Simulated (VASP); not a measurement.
AgI, 2 atoms in the cell. The structure is cubic, space group F-43m (No. 216). The conventional cell has a = 6.558 Å, b = 6.558 Å, c = 6.558 Å, α = 90.00°, β = 90.00°, γ = 90.00°. Within 3.7 Å of Ag (site symmetry -43m) lie 4 I at 2.84 Å. I (site symmetry -43m) has 4 Ag at 2.84 Å within 3.7 Å. 

* Program: VASP 6.6.1
* Task: single point
* Functional: PBE
* Potentials or basis: VASP PAW PBE potentials, release 64 (Ag, I)
* Cutoff: 500 eV
* k mesh: 7 × 7 × 7
* Occupations: fermi-dirac, width 0.01 eV
* Spin: no spin polarisation
* Dipole correction: no
* Further INCAR settings: ALGO = Normal; EDIFF = 1e-06; NBANDS = 16

Potentials or basis: VASP PAW PBE potentials, release 64 (Ag, I).

Command:

```console
$ cat potpaw_PBE.64/Ag/POTCAR potpaw_PBE.64/I/POTCAR > POTCAR
$ mpirun -np 1 vasp_std > vasp.out
```

Hardware: 1 thread of Intel Xeon 8259CL (shared host).

**Question.** How long does it take, and how much memory?

**Answer.** Wall time 44 s on 1 thread of Intel Xeon 8259CL, with other jobs on the host, peak memory 0.21 GiB. Counts: scf iterations 12, k points 20.
